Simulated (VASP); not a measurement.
A run of VASP 6.6.1 is set up as follows.

The input INCAR:

```
PREC     = Accurate       # precision mode
ENCUT    = 600            # plane-wave cutoff, eV
EDIFF    = 1E-6           # SCF threshold, eV
ISMEAR   = -1             # smearing method
SIGMA    = 0.05           # smearing width, eV
LREAL    = F              # projectors in reciprocal space
LASPH    = T              # aspherical terms in the spheres
NELM     = 60             # most SCF steps
ALGO     = Fast           # electronic algorithm
ISIF     = 3              # what is computed and relaxed
LWAVE    = F              # write WAVECAR
LCHARG   = F              # write CHGCAR
GGA      = VW             # functional
IBRION   = 2              # ionic algorithm
NSW      = 60             # ionic steps
EDIFFG   = -0.01          # ionic threshold
```

The input KPOINTS:

```
Automatic mesh
0
Gamma
  11 11 6
```

File POSCAR:

```
Re
1.0
    2.7608000000      0.0000000000      0.0000000000
   -1.3804000000      2.3909229348      0.0000000000
    0.0000000000      0.0000000000      4.4582000000
Re
2
Direct
    0.6666666667      0.3333333333      0.7500000000
    0.3333333333      0.6666666667      0.2500000000
```

Potentials or basis: VASP PAW PBE potentials, release 64 (Re).

Launch:

```bash
$ cat potpaw_PBE.64/Re/POTCAR > POTCAR
$ mpirun -np 1 vasp_std > vasp.out
```

**Question.** What does it give for the band gap on the k mesh?

**Answer.** Zero (bands 7 and 8 overlap by 3.30 eV).

**Question.** What does it give for the space group after relaxing (to 0.1 Å)?

**Answer.** P6_3/mmc (No. 194).

**Question.** Predict the relaxed volume.

**Answer.** 14.34 Å³/atom.

Step by step:
```csv
step,energy change (eV),largest force (eV/Å),pressure (GPa),volume (Å³)
1,0.0000,0.0000,-10.06,29.43
2,0.4767,0.0000,58.71,25.66
3,-0.0240,0.0000,-0.67,28.72
4,-0.0240,0.0000,-0.03,28.68
5,-0.0240,0.0000,0.14,28.67
6,-0.0240,0.0000,-0.32,28.71
7,-0.0240,0.0000,0.02,28.68
```

Caveat: the PAW data sets were made with another functional, which shifts forces and pressure a little; spin-orbit coupling is left out, which moves the levels of the heavy elements.
